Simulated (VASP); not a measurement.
# H3Au12C in VASP: single point with PBE

Aim: the single point of H3Au12C with PBE.

Everything below comes from runs of VASP 6.6.1. Logs are shortened: lines on timing, memory, paths and dates and some standing lists are left out, and cuts for length are marked.

## (1) The cell of the first run

The cell holds a slab with vacuum, 16 atoms: a = 5.770 Å, b = 5.770 Å, c = 19.711 Å, α = 90.00°, β = 90.00°, γ = 60.00°.

## (2) Single point, PBE

The input, INCAR:

```
SYSTEM = H3Au12C
PREC = Accurate
ENCUT = 520
EDIFF = 1E-7
ISMEAR = -1
SIGMA = 0.1
LREAL = Auto
LASPH = .TRUE.
NELM = 60
ALGO = Normal
ISIF = 2
LWAVE = .FALSE.
LCHARG = .FALSE.
GGA = PE
NBANDS = 84
```

The input, KPOINTS:

```
Automatic mesh
0
G
  2 2 1
  0 0 0
```

The input, POSCAR:

```
H3Au12C
1.0
    5.7699910000      0.0000000000      0.0000000000
    2.8849960000      4.9969590000      0.0000000000
    0.0000000000      0.0000000000     19.7111780000
Au C H
12 1 3
Direct
    0.1666696938      0.1666613634      0.0507326351
    0.6666704737      0.1666613634      0.0507326351
    0.1666679892      0.6666654659      0.0507326351
    0.6666687691      0.6666654659      0.0507326351
   -0.1673388809      0.3321820331      0.1715219659
    0.3350350085      0.3319418871      0.1713241086
   -0.1677408807      0.8349278031      0.1710095662
    0.3334251974      0.8346076083      0.1748601732
    0.0038489815     -0.0022213510      0.2967757686
    0.4989847137     -0.0012607668      0.2976027105
    0.0002123486      0.4997839686      0.2948327086
    0.4969047057      0.5057075713      0.2959792662
    0.6671811570      0.0979795912      0.3948216591
    0.7879148644     -0.0793282474      0.4258801782
    0.7668572831      0.2224753095      0.4025228731
    0.4872983871      0.2073461079      0.4264433105
```

Potentials or basis: VASP PAW PBE potentials, release 64 (Au, C, H).

On the command line:

```sh
cat potpaw_PBE.64/Au/POTCAR potpaw_PBE.64/C/POTCAR potpaw_PBE.64/H/POTCAR > POTCAR
mpirun -np 1 vasp_std > vasp.out
```

OUTCAR:

```text
SYSTEM = H3Au12C
   PREC = Accurate
   ENCUT = 520
   EDIFF = 1E-7
   ISMEAR = -1
   LREAL = Auto
   LASPH = .TRUE.
   NELM = 60
   ISIF = 2
   GGA = PE

 ion  position               nearest neighbor table
   1  0.167  0.167  0.051-   3 2.88   4 2.88   2 2.88   2 2.89   4 2.89   3 2.89   6 2.90   5 2.91
                             8 2.96
   2  0.667  0.167  0.051-   3 2.88   4 2.88   1 2.88   1 2.89   3 2.89   4 2.89   7 2.89   6 2.90
                             5 2.90
   3  0.167  0.667  0.051-   2 2.88   1 2.88   4 2.88   4 2.89   2 2.89   1 2.89   7 2.90   6 2.91
                             8 2.96
   4  0.667  0.667  0.051-   2 2.88   1 2.88   3 2.88   3 2.89   1 2.89   2 2.89   7 2.90   5 2.91
                             8 2.96
   5  0.833  0.332  0.172-   7 2.87   6 2.87   8 2.88   8 2.89   6 2.90   7 2.90   2 2.90   1 2.91
                             4 2.91  11 2.95  12 2.97   9 2.98
   6  0.335  0.332  0.171-   7 2.87   5 2.87   8 2.88   8 2.90   2 2.90   5 2.90   7 2.90   1 2.90
                             3 2.91  11 2.95  12 2.98  10 2.99
   7  0.832  0.835  0.171-   6 2.87   5 2.87   8 2.88   8 2.89   2 2.89   4 2.90   5 2.90   3 2.90
                             6 2.90  11 2.96   9 2.99  10 3.00
   8  0.333  0.835  0.175-   6 2.88   7 2.88   5 2.88   5 2.89   7 2.89   6 2.90  12 2.90   9 2.91
                            10 2.93   1 2.96   4 2.96   3 2.96
   9  0.004  0.998  0.297-  13 2.59  12 2.84  10 2.86  11 2.88  11 2.89  10 2.91   8 2.91  12 2.93
                             5 2.98   7 2.99
  10  0.499  0.999  0.298-  13 2.34  12 2.85   9 2.86  11 2.89  11 2.89   9 2.91  12 2.92   8 2.93
                             6 2.99   7 3.00
  11  0.000  0.500  0.295-  12 2.88   9 2.88  10 2.89  10 2.89   9 2.89  12 2.89   5 2.95   6 2.95
                             7 2.96
  12  0.497  0.506  0.296-  13 2.83   9 2.84  10 2.85  11 2.88  11 2.89   8 2.90  10 2.92   9 2.93
                             5 2.97   6 2.98
  13  0.667  0.098  0.395-  14 1.09  16 1.10  15 1.13  10 2.34   9 2.59  12 2.83
  14  0.788  0.921  0.426-  13 1.09
  15  0.767  0.222  0.403-  13 1.13
  16  0.487  0.207  0.426-  13 1.10

  LATTYP: Found a hexagonal cell.
 ALAT       =     5.7699914357
 C/A-ratio  =     3.4161537707

  Lattice vectors:

 A1 = (  -2.8849960000,  -4.9969590000,   0.0000000000)
 A2 = (   5.7699910000,   0.0000000000,   0.0000000000)
 A3 = (   0.0000000000,   0.0000000000,  19.7111780000)

Analysis of symmetry for initial positions (statically):
=====================================================================
 Subroutine PRICEL returns:
 Original cell was already a primitive cell.

 Routine SETGRP: Setting up the symmetry group for a
 hexagonal supercell.

 Subroutine GETGRP returns: Found  1 space group operations
 (whereof  1 operations were pure point group operations)
 out of a pool of 24 trial point group operations.

The static configuration has the point symmetry C_1 .

Analysis of symmetry for dynamics (positions and initial velocities):
=====================================================================
 Subroutine PRICEL returns:
 Original cell was already a primitive cell.

 Routine SETGRP: Setting up the symmetry group for a
 hexagonal supercell.

 Subroutine GETGRP returns: Found  1 space group operations
 (whereof  1 operations were pure point group operations)
 out of a pool of 24 trial point group operations.

The dynamic configuration has the point symmetry C_1 .

 Subroutine INISYM returns: Found  1 space group operations
 (whereof  1 operations are pure point group operations),
 and found     1 'primitive' translations

----------------------------------------------------------------------------------------

                                     Primitive cell

  volume of cell :     568.3207

  direct lattice vectors                    reciprocal lattice vectors
     5.769991000  0.000000000  0.000000000     0.173310496 -0.100060874  0.000000000
     2.884996000  4.996959000  0.000000000     0.000000000  0.200121714  0.000000000
     0.000000000  0.000000000 19.711178000     0.000000000  0.000000000  0.050732635

  length of vectors
     5.769991000  5.769991436 19.711178000     0.200121729  0.200121714  0.050732635

  position of ions in fractional coordinates (direct lattice)
     0.166669694  0.166661363  0.050732635
     0.666670474  0.166661363  0.050732635
     0.166667989  0.666665466  0.050732635
     0.666668769  0.666665466  0.050732635
     0.832661119  0.332182033  0.171521966
     0.335035009  0.331941887  0.171324109
[... 8 lines left out ...]
     0.766857283  0.222475309  0.402522873
     0.487298387  0.207346108  0.426443310

  ion indices of the primitive-cell ions
   primitive index   ion index
                 1           1
                 2           2
                 3           3
                 4           4
                 5           5
                 6           6
[... 8 lines left out ...]
                15          15
                16          16

----------------------------------------------------------------------------------------

 KPOINTS: Automatic mesh

Automatic generation of k-mesh.
 Grid dimensions read from file:
 generate k-points for:    2    2    1

 Generating k-lattice:

  Cartesian coordinates                     Fractional coordinates (reciprocal lattice)
     0.086655248 -0.050030437  0.000000000     0.500000000 -0.000000000  0.000000000
     0.000000000  0.100060857  0.000000000     0.000000000  0.500000000  0.000000000
     0.000000000  0.000000000  0.050732635     0.000000000  0.000000000  1.000000000

  Length of vectors
     0.100060865  0.100060857  0.050732635

  Shift w.r.t. Gamma in fractional coordinates (k-lattice)
     0.000000000  0.000000000  0.000000000

 Subroutine IBZKPT returns following result:
 ===========================================

 Found      4 irreducible k-points:

 Following reciprocal coordinates:
            Coordinates               Weight
  0.000000  0.000000  0.000000      1.000000
  0.500000  0.000000  0.000000      1.000000
  0.500000  0.500000  0.000000      1.000000
  0.000000  0.500000  0.000000      1.000000
   k-points           NKPTS =      4   k-points in BZ     NKDIM =      4   number of bands    NBANDS=     84
   number of dos      NEDOS =    301   number of ions     NIONS =     16
   total plane-waves  NPLWV = 345600
   dimension x,y,z NGX =    48 NGY =   48 NGZ =  150
   dimension x,y,z NGXF=    96 NGYF=   96 NGZF=  300
   ions per type =              12   1   3
   NGX,Y,Z   is equivalent  to a cutoff of  13.83, 13.83, 12.65 a.u.
   NGXF,Y,Z  is equivalent  to a cutoff of  27.66, 27.66, 25.30 a.u.
 SYSTEM =  H3Au12C
   PREC   = accura    normal or accurate (medium, high low for compatibility)
   ISTART =      0    job   : 0-new  1-cont  2-samecut
   ICHARG =      2    charge: 1-file 2-atom 10-const
   ISPIN  =      1    spin polarized calculation?
   LNONCOLLINEAR =      F non collinear calculations
   LSORBIT =      F    spin-orbit coupling
   LASPH  =      T    aspherical Exc in radial PAW
   ENCUT  =  520.0 eV  38.22 Ry    6.18 a.u.  10.73 10.73 36.65*2*pi/ulx,y,z
   NELM   =     60;   NELMIN=  2; NELMDL= -5     # of ELM steps
   EDIFF  = 0.1E-06   stopping-criterion for ELM
   LREAL  =      T    real-space projection
   EDIFFG = 0.1E-05   stopping-criterion for IOM
   NSW    =      0    number of steps for IOM
   IBRION =     -1    ionic relax: 0-MD 1-quasi-New 2-CG
   NFREE  =      0    steps in history (QN), initial steepest desc. (CG)
   ISIF   =      2    stress and relaxation
   ISYM   =      2    0-nonsym 1-usesym 2-fastsym
   POTIM  = 0.5000    time-step for ionic-motion
   TEBEG  =    0.0;   TEEND  =   0.0 temperature during run
   PSTRESS=    0.0 pullay stress
   NELECT =     139.0000    total number of electrons
   NUPDOWN=      -1.0000    fix difference up-down
   EMIN   =  10.00;   EMAX   =-10.00  energy-range for DOS
   EFERMI =   0.00;   METHOD = LEGACY
   ISMEAR =    -1;   SIGMA  =   0.10  broadening in eV -4-tet -1-fermi 0-gaus
   EFERMI_NEDOS =   21; number of points for ismear=-14 and -15
   IALGO  =     38    algorithm
   IMIX   =      4    mixing-type and parameters
     AMIX     =   0.40;   BMIX     =  1.00
     AMIX_MAG =   1.60;   BMIX_MAG =  1.00
  volume/ion in A,a.u.               =      35.52       239.70
  Fermi-wavevector in a.u.,A,eV,Ry     =   1.023800  1.934702 14.261179  1.048167
  Thomas-Fermi vector in A             =   2.157553
   LORBIT       =      0    0 simple, 1 ext, 2 COOP (PROOUT), +10 PAW based schemes
   GGA     = PE    functional components
   LHFCALC =     F    Hartree Fock is set to
   AEXX    =    0.0000 exact exchange contribution
   IVDW    =     0    specifies the selected vdW correction
   LEPSILON=     F    determine dielectric tensor
   LRPA    =     F    only Hartree local field effects (RPA)
 non-spin polarized calculation
  energy-cutoff  :      520.00
  volume of cell :      568.32
 maximum number of plane-waves:     15397
 NGX is ok and might be reduce to    48
   NGX = 21   NGY = 21   NGZ = 73

 number of electron     139.0000015 magnetization

 Free energy of the ion-electron system (eV)
  ---------------------------------------------------
  ext. energy  EPLUGINS =         0.00000000
  ---------------------------------------------------
  free energy    TOTEN  =       -53.28326090 eV

  energy without entropy =      -52.91371134  energy(sigma->0) =      -53.09848612

 E-fermi :   0.6397     XC(G=0):  -5.8477

 val. band max:        0.5984880671   @ k =   0.5000   0.5000   0.0000
 cond. band min:       0.6657336071   @ k =   0.5000   0.5000   0.0000
 fundamental gap:      0.0672455400
 Fermi energy:         0.6397478816

 k-point     1 :       0.0000    0.0000    0.0000
  band No.  band energies     occupation
      1     -12.0595      2.00000
      2      -8.4361      2.00000
      3      -7.1112      2.00000
      4      -6.6009      2.00000
      5      -6.1693      2.00000
      6      -6.1227      2.00000
[... 73 lines left out ...]
     80       4.1836      0.00000
     81       4.5280      0.00000

 k-point     2 :       0.5000    0.0000    0.0000
  band No.  band energies     occupation
      1     -12.0346      2.00000
      2      -6.8710      2.00000
      3      -6.8514      2.00000
      4      -5.9032      2.00000
      5      -5.8593      2.00000
      6      -5.5270      2.00000
[... 73 lines left out ...]
     80       5.8968      0.00000
     81       6.0664      0.00000

 k-point     3 :       0.5000    0.5000    0.0000
  band No.  band energies     occupation
      1     -12.0338      2.00000
      2      -6.8951      2.00000
      3      -6.8406      2.00000
      4      -5.9854      2.00000
      5      -5.8117      2.00000
      6      -5.5581      2.00000
[... 73 lines left out ...]
     80       5.8467      0.00000
     81       6.0823      0.00000

 k-point     4 :       0.0000    0.5000    0.0000
  band No.  band energies     occupation
      1     -12.0362      2.00000
      2      -6.8702      2.00000
      3      -6.8491      2.00000
      4      -5.9481      2.00000
      5      -5.8411      2.00000
      6      -5.5431      2.00000
[... 73 lines left out ...]
     80       5.9142      0.00000
     81       6.0550      0.00000
 [bands above 81 left out]

------------------------ aborting loop because EDIFF is reached ----------------------------------------

  FORCE on cell =-STRESS in cart. coord.  units (eV):
  Direction    XX          YY          ZZ          XY          YZ          ZX
  --------------------------------------------------------------------------------------
  -------------------------------------------------------------------------------------
  Total       -1.5373641      0.0330200      8.1273028     -0.8697829     -0.9859351     -1.6412154
  in kB       -4.3340490      0.0930881     22.9120274     -2.4520423     -2.7794919     -4.6268206
  external PRESSURE =       6.2236888 kB  Pullay stress =       0.0000000 kB

 VOLUME and BASIS-vectors are now :
 -----------------------------------------------------------------------------
  energy-cutoff  :      520.00
  volume of cell :      568.32
      direct lattice vectors                 reciprocal lattice vectors
     5.769991000  0.000000000  0.000000000     0.173310496 -0.100060874  0.000000000
     2.884996000  4.996959000  0.000000000     0.000000000  0.200121714  0.000000000
     0.000000000  0.000000000 19.711178000     0.000000000  0.000000000  0.050732635

 POSITION                                       TOTAL-FORCE (eV/Angst)
 -----------------------------------------------------------------------------------
      1.44250      0.83280      1.00000        -0.046994     -0.030020     -0.644643
      4.32750      0.83280      1.00000         0.036487      0.053354     -0.586720
      2.88500      3.33130      1.00000         0.116308      0.024797     -0.597807
      5.77000      3.33130      1.00000        -0.093476     -0.039189     -0.615856
      5.76279      1.65990      3.38090        -0.022824     -0.004583      0.337536
      2.89080      1.65870      3.37700        -0.005638     -0.017634      0.255482
[... 8 lines left out ...]
      5.06660      1.11170      7.93420        -0.589076     -0.403202     -0.316734
      3.40990      1.03610      8.40570        -0.402007      0.200107     -0.447699
 -----------------------------------------------------------------------------------
    total drift:                               -0.000183     -0.004220      0.013738

  FREE ENERGIE OF THE ION-ELECTRON SYSTEM (eV)
  ---------------------------------------------------
  free  energy   TOTEN  =       -53.2832608991 eV

  energy  without entropy=      -52.9137113434  energy(sigma->0) =      -53.09848612
```

Wall time 5.7 min (1 thread of AMD EPYC 9R45 (Zen 5), shared host); peak memory 0.71 GiB.

Results:

```yaml
Free_energy: -53.2833 eV
Largest_force: 1.354 eV/Å
Band_gap_on_the_k_mesh: zero (an odd number of electrons rules out a gap without spin polarisation)
```

Forces on the atoms (eV/Å):
```
Au  -0.047 -0.030 -0.645
Au   0.036  0.053 -0.587
Au   0.116  0.025 -0.598
Au  -0.093 -0.039 -0.616
Au  -0.023 -0.005  0.338
Au  -0.006 -0.018  0.255
Au  -0.017 -0.013  0.205
Au   0.095  0.082  0.493
Au  -0.012 -0.044  0.013
Au   0.595  0.228  1.094
Au   0.011 -0.024 -0.004
Au  -0.054  0.081 -0.029
C    0.355  0.460  1.224
H    0.034 -0.554 -0.378
H   -0.589 -0.403 -0.317
H   -0.402  0.200 -0.448
```

Caveat: the k points lie up to 0.63 Å⁻¹ apart, too coarse for converged energies and pressures of a metal; there is no dipole correction, which matters where the two faces differ; spin-orbit coupling is left out, which moves the levels of the heavy elements.

The gap in the log of VASP goes by the Fermi energy; the results here count the filled bands.